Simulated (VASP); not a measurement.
# Na (Pm-3m) in VASP: notebook

Na is run at these levels: LDA; tasks: single point.

Program: VASP 6.6.1. These are calculated values, not measurements. Logs are shortened: lines on timing, memory, paths and dates and some standing lists are left out, and cuts for length are marked.

### Step 1. The cell of the first run

Symmetry: Pm-3m, No. 221, cubic system. Conventional cell: a = 3.032 Å, b = 3.032 Å, c = 3.032 Å, α = 90.00°, β = 90.00°, γ = 90.00°. Na (site symmetry m-3m) has 6 Na at 3.03 Å within 4.0 Å.

### Step 2. Single point, LDA (volume scaled by 0.78)

The input, INCAR:

```
  PREC = Accurate
  ENCUT = 520
  EDIFF = 1E-6
  ISMEAR = -1
  SIGMA = 0.05
  LREAL = False
  LASPH = True
  NELM = 80
  ALGO = Normal
  ISIF = 2
  LWAVE = False
  LCHARG = True
  GGA = CA
  LELF = True
  LVHAR = True
  NBANDS = 10
```

The input, KPOINTS:

```
regular mesh
0
Gamma
  12 12 12
```

The input, POSCAR:

```
Na
1.0
    3.0315204492      0.0000000000      0.0000000000
    0.0000000000      3.0315204492      0.0000000000
    0.0000000000      0.0000000000      3.0315204492
Na
1
Direct
    0.0000000000      0.0000000000      0.0000000000
```

Potentials or basis: VASP PAW LDA potentials, release 64 (Na_pv).

Started as:

```
$ cat potpaw_LDA.64/Na_pv/POTCAR > POTCAR
$ mpirun -np 1 vasp_std > vasp.out
```

OUTCAR:

```text
PREC = Accurate
   ENCUT = 520
   EDIFF = 1E-6
   ISMEAR = -1
   LREAL = False
   LASPH = True
   NELM = 80
   ISIF = 2
   GGA = CA

 ion  position               nearest neighbor table
   1  0.000  0.000  0.000-

  LATTYP: Found a simple cubic cell.
 ALAT       =     3.0315204492

  Lattice vectors:

 A1 = (   3.0315204492,   0.0000000000,   0.0000000000)
 A2 = (   0.0000000000,   3.0315204492,   0.0000000000)
 A3 = (   0.0000000000,   0.0000000000,   3.0315204492)

Analysis of symmetry for initial positions (statically):
=====================================================================
 Subroutine PRICEL returns:
 Original cell was already a primitive cell.

 Routine SETGRP: Setting up the symmetry group for a
 simple cubic supercell.

 Subroutine GETGRP returns: Found 48 space group operations
 (whereof 48 operations were pure point group operations)
 out of a pool of 48 trial point group operations.

The static configuration has the point symmetry O_h .

Analysis of symmetry for dynamics (positions and initial velocities):
=====================================================================
 Subroutine PRICEL returns:
 Original cell was already a primitive cell.

 Routine SETGRP: Setting up the symmetry group for a
 simple cubic supercell.

 Subroutine GETGRP returns: Found 48 space group operations
 (whereof 48 operations were pure point group operations)
 out of a pool of 48 trial point group operations.

The dynamic configuration has the point symmetry O_h .

 Subroutine INISYM returns: Found 48 space group operations
 (whereof 48 operations are pure point group operations),
 and found     1 'primitive' translations

----------------------------------------------------------------------------------------

                                     Primitive cell

  volume of cell :      27.8600

  direct lattice vectors                    reciprocal lattice vectors
     3.031520449  0.000000000  0.000000000     0.329867476  0.000000000  0.000000000
     0.000000000  3.031520449  0.000000000     0.000000000  0.329867476  0.000000000
     0.000000000  0.000000000  3.031520449     0.000000000  0.000000000  0.329867476

  length of vectors
     3.031520449  3.031520449  3.031520449     0.329867476  0.329867476  0.329867476

  position of ions in fractional coordinates (direct lattice)
     0.000000000  0.000000000  0.000000000

  ion indices of the primitive-cell ions
   primitive index   ion index
                 1           1

----------------------------------------------------------------------------------------

 KPOINTS: regular mesh

Automatic generation of k-mesh.
 Grid dimensions read from file:
 generate k-points for:   12   12   12

 Generating k-lattice:

  Cartesian coordinates                     Fractional coordinates (reciprocal lattice)
     0.027488956  0.000000000  0.000000000     0.083333333  0.000000000  0.000000000
     0.000000000  0.027488956  0.000000000     0.000000000  0.083333333  0.000000000
     0.000000000  0.000000000  0.027488956     0.000000000  0.000000000  0.083333333

  Length of vectors
     0.027488956  0.027488956  0.027488956

  Shift w.r.t. Gamma in fractional coordinates (k-lattice)
     0.000000000  0.000000000  0.000000000

 Subroutine IBZKPT returns following result:
 ===========================================

 Found     84 irreducible k-points:

 Following reciprocal coordinates:
            Coordinates               Weight
  0.000000  0.000000  0.000000      1.000000
  0.083333  0.000000  0.000000      6.000000
  0.166667  0.000000  0.000000      6.000000
  0.250000  0.000000  0.000000      6.000000
  0.333333  0.000000  0.000000      6.000000
  0.416667  0.000000  0.000000      6.000000
[... 16 lines left out ...]
  0.333333  0.333333  0.000000     12.000000
  0.416667  0.333333  0.000000     24.000000
 [... further k-points ...]
   k-points           NKPTS =     84   k-points in BZ     NKDIM =     84   number of bands    NBANDS=     10
   number of dos      NEDOS =    301   number of ions     NIONS =      1
   total plane-waves  NPLWV =  13824
   dimension x,y,z NGX =    24 NGY =   24 NGZ =   24
   dimension x,y,z NGXF=    48 NGYF=   48 NGZF=   48
   ions per type =               1
   NGX,Y,Z   is equivalent  to a cutoff of  13.16, 13.16, 13.16 a.u.
   NGXF,Y,Z  is equivalent  to a cutoff of  26.32, 26.32, 26.32 a.u.
 SYSTEM =  unknown system
   PREC   = accura    normal or accurate (medium, high low for compatibility)
   ISTART =      0    job   : 0-new  1-cont  2-samecut
   ICHARG =      2    charge: 1-file 2-atom 10-const
   ISPIN  =      1    spin polarized calculation?
   LNONCOLLINEAR =      F non collinear calculations
   LSORBIT =      F    spin-orbit coupling
   LASPH  =      T    aspherical Exc in radial PAW
   ENCUT  =  520.0 eV  38.22 Ry    6.18 a.u.   5.64  5.64  5.64*2*pi/ulx,y,z
   NELM   =     80;   NELMIN=  2; NELMDL= -5     # of ELM steps
   EDIFF  = 0.1E-05   stopping-criterion for ELM
   LREAL  =      F    real-space projection
   EDIFFG = 0.1E-04   stopping-criterion for IOM
   NSW    =      0    number of steps for IOM
   IBRION =     -1    ionic relax: 0-MD 1-quasi-New 2-CG
   NFREE  =      0    steps in history (QN), initial steepest desc. (CG)
   ISIF   =      2    stress and relaxation
   ISYM   =      2    0-nonsym 1-usesym 2-fastsym
   POTIM  = 0.5000    time-step for ionic-motion
   TEBEG  =    0.0;   TEEND  =   0.0 temperature during run
   PSTRESS=    0.0 pullay stress
   NELECT =       7.0000    total number of electrons
   NUPDOWN=      -1.0000    fix difference up-down
   EMIN   =  10.00;   EMAX   =-10.00  energy-range for DOS
   EFERMI =   0.00;   METHOD = LEGACY
   ISMEAR =    -1;   SIGMA  =   0.05  broadening in eV -4-tet -1-fermi 0-gaus
   EFERMI_NEDOS =   21; number of points for ismear=-14 and -15
   IALGO  =     38    algorithm
   IMIX   =      4    mixing-type and parameters
     AMIX     =   0.40;   BMIX     =  1.00
     AMIX_MAG =   1.60;   BMIX_MAG =  1.00
  volume/ion in A,a.u.               =      27.86       188.01
  Fermi-wavevector in a.u.,A,eV,Ry     =   1.033032  1.952147 14.519520  1.067155
  Thomas-Fermi vector in A             =   2.167259
   LORBIT       =      0    0 simple, 1 ext, 2 COOP (PROOUT), +10 PAW based schemes
   GGA     = CA    functional components
   LHFCALC =     F    Hartree Fock is set to
   AEXX    =    0.0000 exact exchange contribution
   IVDW    =     0    specifies the selected vdW correction
   LEPSILON=     F    determine dielectric tensor
   LRPA    =     F    only Hartree local field effects (RPA)
 non-spin polarized calculation
  energy-cutoff  :      520.00
  volume of cell :       27.86
 maximum number of plane-waves:       768
 NGX is ok and might be reduce to    24
   NGX = 11   NGY = 11   NGZ = 11

 number of electron       6.9999996 magnetization

 Free energy of the ion-electron system (eV)
  ---------------------------------------------------
  ext. energy  EPLUGINS =         0.00000000
  ---------------------------------------------------
  free energy    TOTEN  =        -1.27514718 eV

  energy without entropy =       -1.27068430  energy(sigma->0) =       -1.27291574

 E-fermi :   1.1224     XC(G=0):  -7.5799

 val. band max:        1.0549434167   @ k =   0.5000   0.0000   0.0000
 cond. band min:       1.1487000845   @ k =   0.4167   0.2500   0.0833
 fundamental gap:      0.0937566679
 Fermi energy:         1.1224051624

 k-point     1 :       0.0000    0.0000    0.0000
  band No.  band energies     occupation
      1     -23.8899      2.00000
      2     -23.8899      2.00000
      3     -23.8899      2.00000
      4      -2.8191      2.00000
      5      10.8418      0.00000
      6      10.8418      0.00000
      7      13.1197      0.00000
      8      13.1197      0.00000
      9      13.1197      0.00000
     10      17.1607      0.00000

 k-point     2 :       0.0833    0.0000    0.0000
  band No.  band energies     occupation
      1     -23.8999      2.00000
      2     -23.8890      2.00000
      3     -23.8890      2.00000
      4      -2.6998      2.00000
      5       9.7276      0.00000
      6      10.9477      0.00000
      7      13.2027      0.00000
      8      13.2027      0.00000
      9      13.8729      0.00000
     10      17.7951      0.00000

 k-point     3 :       0.1667    0.0000    0.0000
  band No.  band energies     occupation
      1     -23.9272      2.00000
      2     -23.8867      2.00000
      3     -23.8867      2.00000
      4      -2.3441      2.00000
      5       7.8941      0.00000
      6      11.2627      0.00000
      7      13.4507      0.00000
      8      13.4507      0.00000
      9      14.7809      0.00000
     10      19.5177      0.00000

 k-point     4 :       0.2500    0.0000    0.0000
  band No.  band energies     occupation
      1     -23.9642      2.00000
      2     -23.8834      2.00000
      3     -23.8834      2.00000
      4      -1.7586      2.00000
      5       6.0454      0.00000
      6      11.7765      0.00000
      7      13.8604      0.00000
      8      13.8604      0.00000
      9      15.5723      0.00000
     10      20.5821      0.00000
[... 222 lines left out ...]
 k-point    22 :       0.5000    0.2500    0.0000
  band No.  band energies     occupation
      1     -24.0266      2.00000
      2     -23.9467      2.00000
      3     -23.8710      2.00000
      4       1.9623      0.00000
      5       2.5943      0.00000
      6       9.4364      0.00000
      7      10.2503      0.00000
      8      16.4082      0.00000
      9      17.7023      0.00000
     10      17.9981      0.00000

 k-point    23 :       0.3333    0.3333    0.0000
  band No.  band energies     occupation
      1     -23.9883      2.00000
      2     -23.9841      2.00000
      3     -23.8711      2.00000
      4       0.8289      1.99437
      5       5.6197      0.00000
      6       6.4297      0.00000
      7      10.9947      0.00000
      8      15.8243      0.00000
      9      16.8939      0.00000
     10      19.1808      0.00000

 k-point    24 :       0.4167    0.3333    0.0000
  band No.  band energies     occupation
      1     -24.0118      2.00000
      2     -23.9825      2.00000
      3     -23.8688      2.00000
      4       1.7909      0.00000
      5       4.4214      0.00000
      6       6.9677      0.00000
      7       9.5971      0.00000
      8      16.5488      0.00000
      9      17.8188      0.00000
     10      18.5347      0.00000

 [... further k-points ...]

------------------------ aborting loop because EDIFF is reached ----------------------------------------

  FORCE on cell =-STRESS in cart. coord.  units (eV):
  Direction    XX          YY          ZZ          XY          YZ          ZX
  --------------------------------------------------------------------------------------
  -------------------------------------------------------------------------------------
  Total        0.4885548      0.4885548      0.4885548      0.0000000     -0.0000000     -0.0000000
  in kB       28.0958617     28.0958617     28.0958617      0.0000000     -0.0000000     -0.0000000
  external PRESSURE =      28.0958617 kB  Pullay stress =       0.0000000 kB

 VOLUME and BASIS-vectors are now :
 -----------------------------------------------------------------------------
  energy-cutoff  :      520.00
  volume of cell :       27.86
      direct lattice vectors                 reciprocal lattice vectors
     3.031520449  0.000000000  0.000000000     0.329867476  0.000000000  0.000000000
     0.000000000  3.031520449  0.000000000     0.000000000  0.329867476  0.000000000
     0.000000000  0.000000000  3.031520449     0.000000000  0.000000000  0.329867476

 POSITION                                       TOTAL-FORCE (eV/Angst)
 -----------------------------------------------------------------------------------
      0.00000      0.00000      0.00000         0.000000      0.000000      0.000000
 -----------------------------------------------------------------------------------
    total drift:                                0.000000     -0.000000      0.000000

  FREE ENERGIE OF THE ION-ELECTRON SYSTEM (eV)
  ---------------------------------------------------
  free  energy   TOTEN  =        -1.2751471808 eV

  energy  without entropy=       -1.2706843031  energy(sigma->0) =       -1.27291574
```

Run time: 5.9 s. Hardware: 1 thread of Intel Xeon 6975P-C (Granite Rapids), shared host; peak memory 0.13 GiB.

What came out:

- Free energy: -1.2751 eV
- Pressure: 2.8 GPa

### Step 3. Single point, LDA (volume scaled by 0.88)

The input, INCAR:

```
PREC     = Accurate       # precision mode
ENCUT    = 520            # plane-wave cutoff, eV
EDIFF    = 1E-6           # SCF threshold, eV
ISMEAR   = -1             # smearing method
SIGMA    = 0.05           # smearing width, eV
LREAL    = F              # projectors in reciprocal space
LASPH    = T              # aspherical terms in the spheres
NELM     = 60             # most SCF steps
ALGO     = Normal         # electronic algorithm
ISIF     = 2              # what is computed and relaxed
LWAVE    = F              # write WAVECAR
LCHARG   = F              # write CHGCAR
NBANDS   = 10             # bands
```

The input, KPOINTS:

```
Automatic mesh
0
Gamma
  12 12 12
```

The input, POSCAR:

```
Na
1.0
    3.1558996988      0.0000000000      0.0000000000
    0.0000000000      3.1558996988      0.0000000000
    0.0000000000      0.0000000000      3.1558996988
Na
1
Direct
    0.0000000000      0.0000000000      0.0000000000
```

Potentials or basis: VASP PAW LDA potentials, release 64 (Na_pv).

Started as:

```
$ cat potpaw_LDA.64/Na_pv/POTCAR > POTCAR
$ mpirun -np 1 vasp_std > vasp.out
```

Run time: 5.1 s. Hardware: 1 thread of Intel Xeon 6975P-C (Granite Rapids), shared host; peak memory 0.13 GiB.

It converged, with:

```
Free energy : -1.3189 eV
Pressure    : 1.1 GPa
```

Levels at points of the mesh, in eV from the Fermi level:
```
           k point  band 1  band 2  band 3  band 4  band 5  band 6  band 7
(0.00, 0.00, 0.00)  -25.04  -25.04  -25.04   -3.66    9.17    9.17   11.05
(0.50, 0.00, 0.00)  -25.14  -25.03  -25.03   -0.02    0.30   11.73   13.45
(0.50, 0.50, 0.00)  -25.13  -25.13  -25.02    3.41    3.44    3.44    4.84
(0.50, 0.50, 0.50)  -25.11  -25.11  -25.11    6.47    6.47    6.47    6.98
```
